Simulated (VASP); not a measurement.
HfC: single point with PBE

The system is HfC.

```
Hf C
1.0
     3.79257    0.00947   -0.03929
    -1.88809    3.37229   -0.00010
    -0.04736   -0.02748    4.67336
Hf C
2 2
Direct
  0.64184 0.31011 0.05922
  0.33957 0.68938 0.55647
  0.66465 0.34962 0.56281
  0.35393 0.65089 0.07189
```

This cell differs from its parent crystal: atoms moved at random and the cell strained at random.

```
Program                : VASP 6.6.1
Task                   : single point
Functional             : PBE
Potentials or basis    : VASP PAW PBE potentials, release 64 (Hf_pv, C)
Cutoff                 : 520 eV
k mesh                 : 12 × 12 × 6
Occupations            : gaussian, width 0.05 eV
Spin                   : no spin polarisation
Dipole correction      : no
Further INCAR settings : ALGO = Normal; EDIFF = 1e-06; NBANDS = 22
```

```json
{"Pressure": "-0.2 GPa", "Largest force": "2.313 eV/Å", "Band gap on the k mesh": "zero (band 14 reaches 5.36 eV, above the bottom of band 15 at 4.30 eV)"}
```

Forces on the atoms (eV/Å):
```
Hf   1.701  0.566 -0.108
Hf   0.117 -0.849  0.064
C    0.320 -0.574  0.255
C   -2.138  0.857 -0.211
```

Stress tensor (GPa, compression positive):
```
 1.29 -5.15  2.29
-5.15  0.61  1.44
 2.29  1.44 -2.49
```

Levels at points of the mesh, in eV from the Fermi level:
| k point | band 10 | band 11 | band 12 | band 13 | band 14 | band 15 | band 16 | band 17 | band 18 | band 19 |
| --- | --- | --- | --- | --- | --- | --- | --- | --- | --- | --- |
| (0.00, 0.00, 0.00) | -2.65 | -2.49 | -2.44 | -2.05 | 0.93 | 1.06 | 1.98 | 2.51 | 4.33 | 4.62 |
| (0.50, 0.00, 0.00) | -2.07 | -1.81 | -1.62 | -1.34 | -0.47 | 0.31 | 2.17 | 2.85 | 4.14 | 4.42 |
| (0.00, 0.50, 0.00) | -2.26 | -2.16 | -1.59 | -1.36 | -0.25 | 0.57 | 2.04 | 2.91 | 3.80 | 4.00 |
| (0.50, 0.50, 0.00) | -2.52 | -1.96 | -1.36 | -1.26 | -0.34 | 0.29 | 1.47 | 3.45 | 3.79 | 4.12 |
| (0.00, 0.00, 0.50) | -3.21 | -3.08 | -3.02 | -2.95 | -2.82 | 3.62 | 3.74 | 4.28 | 4.47 | 4.60 |
| (0.50, 0.00, 0.50) | -4.52 | -2.41 | -2.18 | -1.67 | -1.50 | 2.45 | 2.93 | 3.56 | 3.63 | 5.02 |
| (0.00, 0.50, 0.50) | -4.60 | -2.46 | -2.36 | -1.56 | -1.42 | 2.30 | 2.35 | 3.53 | 3.61 | 5.19 |
| (0.50, 0.50, 0.50) | -4.67 | -2.23 | -2.06 | -1.55 | -1.47 | 1.83 | 2.32 | 3.71 | 3.91 | 5.00 |

It took 12 min on 1 thread of Intel(R) Xeon(R) Platinum 8375C CPU @ 2.90GHz (Ice Lake) (shared host), peak memory 0.57 GiB.

Caveat: the cell differs from its parent crystal (atoms moved at random and the cell strained at random); spin-orbit coupling is left out, which moves the levels of the heavy elements; forces of over 1 eV/Å act on the atoms, so gaps and moduli don't describe the material at rest.
